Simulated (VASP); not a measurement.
Set up this calculation in VASP 6.6.1, as the native input.

| Item | Value |
| --- | --- |
| Task | single point |
| Functional | PBE |
| Potentials or basis | VASP PAW PBE potentials, release 64 (Fe, O) |
| Cutoff | 520 eV |
| k mesh | 19 × 19 × 19 |
| Occupations | fermi-dirac, width 0.05 eV |
| Spin | collinear spin, ferromagnetic start |
| Starting moments | [3.0, 0.0] μB |
| Dipole correction | no |
| Further INCAR settings | ALGO = Normal; EDIFF = 1e-07; NBANDS = 18 |

The structure of FeO lies in POSCAR:

```
FeO
1.0
    0.0000000000      2.1554000000      2.1554000000
    2.1554000000      0.0000000000      2.1554000000
    2.1554000000      2.1554000000      0.0000000000
Fe O
1 1
Direct
    0.0000000000      0.0000000000      0.0000000000
    0.5000000000      0.5000000000      0.5000000000
```

These files were run (other wordings do the same):

INCAR

```
SYSTEM = FeO
ALGO = Normal
EDIFF = 1E-7
ENCUT = 520
GGA = PE
ISIF = 2
ISMEAR = -1
ISPIN = 2
LASPH = .TRUE.
LCHARG = .FALSE.
LMAXMIX = 4
LORBIT = 11
LREAL = .FALSE.
LWAVE = .FALSE.
MAGMOM = 3 0
NBANDS = 18
NELM = 150
PREC = Accurate
SIGMA = 0.05
```

KPOINTS

```
k-points
0
G
  19 19 19
  0 0 0
```

Potentials or basis: VASP PAW PBE potentials, release 64 (Fe, O).

Command:

```sh
$ cat potpaw_PBE.64/Fe/POTCAR potpaw_PBE.64/O/POTCAR > POTCAR
$ mpirun -np 1 vasp_std > vasp.out
```

It gave:

```yaml
Pressure: -0.1 GPa
Band_gap_on_the_k_mesh: zero (filled and empty bands overlap)
Net_moment: 4.00 μB per cell
Site_moments: Fe +3.62; O +0.30 μB
Valence_electrons_inside_the_program's_atomic_spheres: Fe 6.73; O 4.99
```

Caveat: a cell with one magnetic atom can't hold antiferromagnetic order, which such compounds often take; semilocal functionals often make such compounds metallic where correlation or magnetic order opens a gap, which also shifts bond lengths.

Wall time 4.1 min on 1 thread of Intel Xeon 8259CL, on a shared host, peak memory 0.25 GiB.
